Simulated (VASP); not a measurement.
# Zr (P6_3/mmc) in VASP: further runs

The runs below take Zr through single point, relaxation of cell and atoms, with PBEsol.

Program: VASP 6.6.1. These are calculated values, not measurements. Logs are shortened: lines on timing, memory, paths and dates and some standing lists are left out, and cuts for length are marked.

### 1 The cell of the first run

The structure is hexagonal, space group P6_3/mmc (No. 194). The conventional cell has a = 3.186 Å, b = 3.186 Å, c = 5.113 Å, α = 90.00°, β = 90.00°, γ = 120.00°. Within 4.1 Å of Zr (site symmetry -6m2) lie 12 Zr at 3.15 to 3.19 Å.

### 2 Single point, PBEsol

The input, INCAR:

```
PREC = Accurate
ENCUT = 520
EDIFF = 1E-7
ISMEAR = 0
SIGMA = 0.05
LREAL = F
LASPH = T
NELM = 80
ALGO = Fast
ISIF = 2
LWAVE = F
LCHARG = F
GGA = PS
NBANDS = 19
```

The input, KPOINTS:

```
regular mesh
0
Gamma
  16 16 10
```

The input, POSCAR:

```
Zr
1.0
    3.1855271648      0.0000000000      0.0000000000
   -1.5927635824      2.7587474492      0.0000000000
    0.0000000000      0.0000000000      5.1127715389
Zr
2
Direct
    0.3333333333      0.6666666667      0.2500000000
    0.6666666667      0.3333333333      0.7500000000
```

Potentials or basis: VASP PAW PBE potentials, release 64 (Zr_sv).

The run is started by

```console
$ cat potpaw_PBE.64/Zr_sv/POTCAR > POTCAR
$ mpirun -np 1 vasp_std > vasp.out
```

OUTCAR:

```text
PREC = Accurate
   ENCUT = 520
   EDIFF = 1E-7
   ISMEAR = 0
   LREAL = F
   LASPH = T
   NELM = 80
   ISIF = 2
   GGA = PS

 ion  position               nearest neighbor table
   1  0.333  0.667  0.250-   2 3.15   2 3.15   2 3.15   2 3.15   2 3.15   2 3.15
   2  0.667  0.333  0.750-   1 3.15   1 3.15   1 3.15   1 3.15   1 3.15   1 3.15

  LATTYP: Found a hexagonal cell.
 ALAT       =     3.1855271648
 C/A-ratio  =     1.6050001379

  Lattice vectors:

 A1 = (   3.1855271648,   0.0000000000,   0.0000000000)
 A2 = (  -1.5927635824,   2.7587474492,   0.0000000000)
 A3 = (   0.0000000000,   0.0000000000,   5.1127715389)

Analysis of symmetry for initial positions (statically):
=====================================================================
 Subroutine PRICEL returns:
 Original cell was already a primitive cell.

 Routine SETGRP: Setting up the symmetry group for a
 hexagonal supercell.

 Subroutine GETGRP returns: Found 24 space group operations
 (whereof 12 operations were pure point group operations)
 out of a pool of 24 trial point group operations.

The static configuration has the point symmetry D_3d.
 The point group associated with its full space group is D_6h.

Analysis of symmetry for dynamics (positions and initial velocities):
=====================================================================
 Subroutine PRICEL returns:
 Original cell was already a primitive cell.

 Routine SETGRP: Setting up the symmetry group for a
 hexagonal supercell.

 Subroutine GETGRP returns: Found 24 space group operations
 (whereof 12 operations were pure point group operations)
 out of a pool of 24 trial point group operations.

The dynamic configuration has the point symmetry D_3d.
 The point group associated with its full space group is D_6h.

 Subroutine INISYM returns: Found 24 space group operations
 (whereof 12 operations are pure point group operations),
 and found     1 'primitive' translations

----------------------------------------------------------------------------------------

                                     Primitive cell

  volume of cell :      44.9314

  direct lattice vectors                    reciprocal lattice vectors
     3.185527165  0.000000000  0.000000000     0.313919784  0.181241672  0.000000000
    -1.592763582  2.758747449  0.000000000     0.000000000  0.362483344  0.000000000
     0.000000000  0.000000000  5.112771539     0.000000000  0.000000000  0.195588634

  length of vectors
     3.185527165  3.185527165  5.112771539     0.362483344  0.362483344  0.195588634

  position of ions in fractional coordinates (direct lattice)
     0.333333333  0.666666667  0.250000000
     0.666666667  0.333333333  0.750000000

  ion indices of the primitive-cell ions
   primitive index   ion index
                 1           1
                 2           2

----------------------------------------------------------------------------------------

 KPOINTS: regular mesh

Automatic generation of k-mesh.
 Grid dimensions read from file:
 generate k-points for:   16   16   10

 Generating k-lattice:

  Cartesian coordinates                     Fractional coordinates (reciprocal lattice)
     0.019619987  0.011327604  0.000000000     0.062500000  0.000000000  0.000000000
     0.000000000  0.022655209  0.000000000     0.000000000  0.062500000  0.000000000
     0.000000000  0.000000000  0.019558863     0.000000000  0.000000000  0.100000000

  Length of vectors
     0.022655209  0.022655209  0.019558863

  Shift w.r.t. Gamma in fractional coordinates (k-lattice)
     0.000000000  0.000000000  0.000000000

 Subroutine IBZKPT returns following result:
 ===========================================

 Found    180 irreducible k-points:

 Following reciprocal coordinates:
            Coordinates               Weight
  0.000000  0.000000  0.000000      1.000000
  0.062500  0.000000  0.000000      6.000000
  0.125000  0.000000  0.000000      6.000000
  0.187500  0.000000  0.000000      6.000000
  0.250000  0.000000  0.000000      6.000000
  0.312500  0.000000  0.000000      6.000000
[... 16 lines left out ...]
  0.187500  0.187500  0.000000      6.000000
  0.250000  0.187500  0.000000     12.000000
 [... further k-points ...]
   k-points           NKPTS =    180   k-points in BZ     NKDIM =    180   number of bands    NBANDS=     19
   number of dos      NEDOS =    301   number of ions     NIONS =      2
   total plane-waves  NPLWV =  23040
   dimension x,y,z NGX =    24 NGY =   24 NGZ =   40
   dimension x,y,z NGXF=    48 NGYF=   48 NGZF=   80
   ions per type =               2
   NGX,Y,Z   is equivalent  to a cutoff of  12.53, 12.53, 13.01 a.u.
   NGXF,Y,Z  is equivalent  to a cutoff of  25.05, 25.05, 26.01 a.u.
 SYSTEM =  unknown system
   PREC   = accura    normal or accurate (medium, high low for compatibility)
   ISTART =      0    job   : 0-new  1-cont  2-samecut
   ICHARG =      2    charge: 1-file 2-atom 10-const
   ISPIN  =      1    spin polarized calculation?
   LNONCOLLINEAR =      F non collinear calculations
   LSORBIT =      F    spin-orbit coupling
   LASPH  =      T    aspherical Exc in radial PAW
   ENCUT  =  520.0 eV  38.22 Ry    6.18 a.u.   5.92  5.92  9.51*2*pi/ulx,y,z
   NELM   =     80;   NELMIN=  2; NELMDL= -5     # of ELM steps
   EDIFF  = 0.1E-06   stopping-criterion for ELM
   LREAL  =      F    real-space projection
   EDIFFG = 0.1E-05   stopping-criterion for IOM
   NSW    =      0    number of steps for IOM
   IBRION =     -1    ionic relax: 0-MD 1-quasi-New 2-CG
   NFREE  =      0    steps in history (QN), initial steepest desc. (CG)
   ISIF   =      2    stress and relaxation
   ISYM   =      2    0-nonsym 1-usesym 2-fastsym
   POTIM  = 0.5000    time-step for ionic-motion
   TEBEG  =    0.0;   TEEND  =   0.0 temperature during run
   PSTRESS=    0.0 pullay stress
   NELECT =      24.0000    total number of electrons
   NUPDOWN=      -1.0000    fix difference up-down
   EMIN   =  10.00;   EMAX   =-10.00  energy-range for DOS
   EFERMI =   0.00;   METHOD = LEGACY
   ISMEAR =     0;   SIGMA  =   0.05  broadening in eV -4-tet -1-fermi 0-gaus
   EFERMI_NEDOS =   21; number of points for ismear=-14 and -15
   IALGO  =     68    algorithm
   IMIX   =      4    mixing-type and parameters
     AMIX     =   0.40;   BMIX     =  1.00
     AMIX_MAG =   1.60;   BMIX_MAG =  1.00
  volume/ion in A,a.u.               =      22.47       151.61
  Fermi-wavevector in a.u.,A,eV,Ry     =   1.328298  2.510118 24.005770  1.764374
  Thomas-Fermi vector in A             =   2.457546
   LORBIT       =      0    0 simple, 1 ext, 2 COOP (PROOUT), +10 PAW based schemes
   GGA     = PS    functional components
   LHFCALC =     F    Hartree Fock is set to
   AEXX    =    0.0000 exact exchange contribution
   IVDW    =     0    specifies the selected vdW correction
   LEPSILON=     F    determine dielectric tensor
   LRPA    =     F    only Hartree local field effects (RPA)
 non-spin polarized calculation
 RMM-DIIS sequential band-by-band and
 Gauss-broadening in eV      SIGMA  =   0.05
  energy-cutoff  :      520.00
  volume of cell :       44.93
 maximum number of plane-waves:      1225
 NGX is ok and might be reduce to    24
   NGX = 11   NGY = 11   NGZ = 19

 number of electron      24.0000000 magnetization

 Free energy of the ion-electron system (eV)
  ---------------------------------------------------
  ext. energy  EPLUGINS =         0.00000000
  ---------------------------------------------------
  free energy    TOTEN  =       -18.16441064 eV

  energy without entropy =      -18.16154648  energy(sigma->0) =      -18.16297856

 E-fermi :   9.2729     XC(G=0): -11.3665

 val. band max:        9.2703886570   @ k =   0.1875   0.1875   0.5000
 cond. band min:       9.2729438687   @ k =   0.0000   0.0000   0.5000
 fundamental gap:      0.0025552117
 Fermi energy:         9.2728546766

 k-point     1 :       0.0000    0.0000    0.0000
  band No.  band energies     occupation
      1     -39.4015      2.00000
      2     -39.2257      2.00000
      3     -18.0152      2.00000
      4     -17.0310      2.00000
      5     -17.0309      2.00000
      6     -16.8926      2.00000
[... 11 lines left out ...]
     18      11.5173      0.00000
     19      13.8899      0.00000

 k-point     2 :       0.0625    0.0000    0.0000
  band No.  band energies     occupation
      1     -39.3962      2.00000
      2     -39.2233      2.00000
      3     -18.0017      2.00000
      4     -17.0620      2.00000
      5     -17.0410      2.00000
      6     -16.9103      2.00000
[... 11 lines left out ...]
     18      11.4130      0.00000
     19      13.9684      0.00000

 k-point     3 :       0.1250    0.0000    0.0000
  band No.  band energies     occupation
      1     -39.3810      2.00000
      2     -39.2168      2.00000
      3     -17.9622      2.00000
      4     -17.1505      2.00000
      5     -17.0691      2.00000
      6     -17.0007      2.00000
[... 11 lines left out ...]
     18      11.2534      0.00000
     19      14.1510      0.00000

 k-point     4 :       0.1875    0.0000    0.0000
  band No.  band energies     occupation
      1     -39.3576      2.00000
      2     -39.2075      2.00000
      3     -17.8996      2.00000
      4     -17.2826      2.00000
      5     -17.1318      2.00000
      6     -17.1095      2.00000
[... 11 lines left out ...]
     18      11.7335      0.00000
     19      14.3553      0.00000

 k-point     5 :       0.2500    0.0000    0.0000
  band No.  band energies     occupation
      1     -39.3288      2.00000
      2     -39.1975      2.00000
      3     -17.8192      2.00000
      4     -17.4378      2.00000
      5     -17.2806      2.00000
      6     -17.1554      2.00000
[... 11 lines left out ...]
     18      12.3651      0.00000
     19      14.5285      0.00000

 k-point     6 :       0.3125    0.0000    0.0000
  band No.  band energies     occupation
      1     -39.2983      2.00000
      2     -39.1890      2.00000
      3     -17.7279      2.00000
      4     -17.5917      2.00000
      5     -17.4241      2.00000
      6     -17.2000      2.00000
[... 11 lines left out ...]
     18      13.0981      0.00000
     19      14.6529      0.00000

 k-point     7 :       0.3750    0.0000    0.0000
  band No.  band energies     occupation
      1     -39.2702      2.00000
      2     -39.1840      2.00000
      3     -17.7210      2.00000
      4     -17.6359      2.00000
      5     -17.5420      2.00000
      6     -17.2367      2.00000
[... 11 lines left out ...]
     18      13.8543      0.00000
     19      14.7309      0.00000

 k-point     8 :       0.4375   -0.0000    0.0000
  band No.  band energies     occupation
      1     -39.2490      2.00000
      2     -39.1829      2.00000
      3     -17.8067      2.00000
      4     -17.6192      2.00000
      5     -17.5597      2.00000
      6     -17.2609      2.00000
[... 256 lines left out ...]
 k-point    20 :       0.3125    0.1250    0.0000
  band No.  band energies     occupation
      1     -39.2617      2.00000
      2     -39.1831      2.00000
      3     -17.6965      2.00000
      4     -17.6070      2.00000
      5     -17.5471      2.00000
      6     -17.2798      2.00000
[... 11 lines left out ...]
     18      14.4936      0.00000
     19      14.6673      0.00000

 k-point    21 :       0.3750    0.1250    0.0000
  band No.  band energies     occupation
      1     -39.2411      2.00000
      2     -39.1831      2.00000
      3     -17.7745      2.00000
      4     -17.5963      2.00000
      5     -17.5302      2.00000
      6     -17.3212      2.00000
[... 11 lines left out ...]
     18      14.5135      0.00000
     19      15.4653      0.00000

 k-point    22 :       0.4375    0.1250    0.0000
  band No.  band energies     occupation
      1     -39.2329      2.00000
      2     -39.1841      2.00000
      3     -17.8017      2.00000
      4     -17.6135      2.00000
      5     -17.4966      2.00000
      6     -17.3357      2.00000
[... 11 lines left out ...]
     18      14.5193      0.00000
     19      15.8998      0.00000

 k-point    23 :       0.1875    0.1875    0.0000
  band No.  band energies     occupation
      1     -39.2911      2.00000
      2     -39.1873      2.00000
      3     -17.7055      2.00000
      4     -17.5124      2.00000
      5     -17.5030      2.00000
      6     -17.2032      2.00000
[... 11 lines left out ...]
     18      13.7832      0.00000
     19      14.3694      0.00000

 k-point    24 :       0.2500    0.1875    0.0000
  band No.  band energies     occupation
      1     -39.2645      2.00000
      2     -39.1832      2.00000
      3     -17.6259      2.00000
      4     -17.6175      2.00000
      5     -17.5508      2.00000
      6     -17.2757      2.00000
[... 11 lines left out ...]
     18      14.3502      0.00000
     19      14.6690      0.00000

 [... further k-points ...]
[... 5 lines left out ...]
  --------------------------------------------------------------------------------------
  -------------------------------------------------------------------------------------
  Total        0.0161085      0.0161085      0.0183630      0.0000000      0.0000000      0.0000000
  in kB        0.5744029      0.5744029      0.6547948      0.0000000      0.0000000      0.0000000
  external PRESSURE =       0.6012002 kB  Pullay stress =       0.0000000 kB

 VOLUME and BASIS-vectors are now :
 -----------------------------------------------------------------------------
  energy-cutoff  :      520.00
  volume of cell :       44.93
      direct lattice vectors                 reciprocal lattice vectors
     3.185527165  0.000000000  0.000000000     0.313919784  0.181241672  0.000000000
    -1.592763582  2.758747449  0.000000000     0.000000000  0.362483344  0.000000000
     0.000000000  0.000000000  5.112771539     0.000000000  0.000000000  0.195588634

 POSITION                                       TOTAL-FORCE (eV/Angst)
 -----------------------------------------------------------------------------------
     -0.00000      1.83916      1.27819        -0.000000     -0.000000      0.000000
      1.59276      0.91958      3.83458         0.000000      0.000000      0.000000
 -----------------------------------------------------------------------------------
    total drift:                               -0.000000      0.000000     -0.000000

  FREE ENERGIE OF THE ION-ELECTRON SYSTEM (eV)
  ---------------------------------------------------
  free  energy   TOTEN  =       -18.1644106366 eV

  energy  without entropy=      -18.1615464826  energy(sigma->0) =      -18.16297856
```

Run time: 2.6 min. Hardware: 1 thread of Intel Xeon Platinum 8488C (Sapphire Rapids), shared host; peak memory 0.24 GiB.

What came out:

| Property | Result |
| --- | --- |
| Free energy | -18.1644 eV |
| Pressure | 0.1 GPa |
| Band gap on the k mesh | zero (band 12 reaches 10.25 eV, above the bottom of band 13 at 8.98 eV) |

Caveat: the PAW data sets were made with another functional, which shifts forces and pressure a little.

(Continued in part 2 of 2.)
